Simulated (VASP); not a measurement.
ZrTi2, 3 atoms in the cell. It takes space group P6/mmm (No. 191, hexagonal). Conventional cell: a = 4.724 Å, b = 4.724 Å, c = 3.003 Å, α = 90.00°, β = 90.00°, γ = 120.00°. Within 4.0 Å of Zr (site symmetry 6/mmm) lie 2 Zr at 3.00 Å and 12 Ti at 3.11 Å. Within 3.6 Å of Ti (site symmetry -6m2) lie 5 Ti at 2.73 to 3.00 Å and 6 Zr at 3.11 Å. 

| Quantity | Value |
| --- | --- |
| Program | VASP 6.6.1 |
| Task | single point |
| Functional | r2SCAN |
| Potentials or basis | VASP PAW PBE potentials, release 64 (Zr_sv, Ti_sv) |
| Cutoff | 520 eV |
| k mesh | 12 × 12 × 14 |
| Occupations | gaussian, width 0.1 eV |
| Spin | no spin polarisation |
| Dipole correction | no |
| Further INCAR settings | ALGO = Normal; EDIFF = 1e-06; NBANDS = 25 |

Potentials or basis: VASP PAW PBE potentials, release 64 (Zr_sv, Ti_sv).

The run is started by

```console
$ cat potpaw_PBE.64/Zr_sv/POTCAR potpaw_PBE.64/Ti_sv/POTCAR > POTCAR
$ cp INCAR.step1 INCAR
$ mpirun -np 1 vasp_std > vasp.out
$ cp INCAR.step2 INCAR
$ mpirun -np 1 vasp_std > vasp.out
```

Hardware: 1 thread of Intel(R) Xeon(R) Platinum 8375C CPU @ 2.90GHz (Ice Lake) (shared host).

**Question.** How long does it take, and how much memory?

**Answer.** Wall time 9 min on 1 thread of Intel(R) Xeon(R) Platinum 8375C CPU @ 2.90GHz (Ice Lake), with other jobs on the host, peak memory 0.33 GiB. Counts: k points 152.
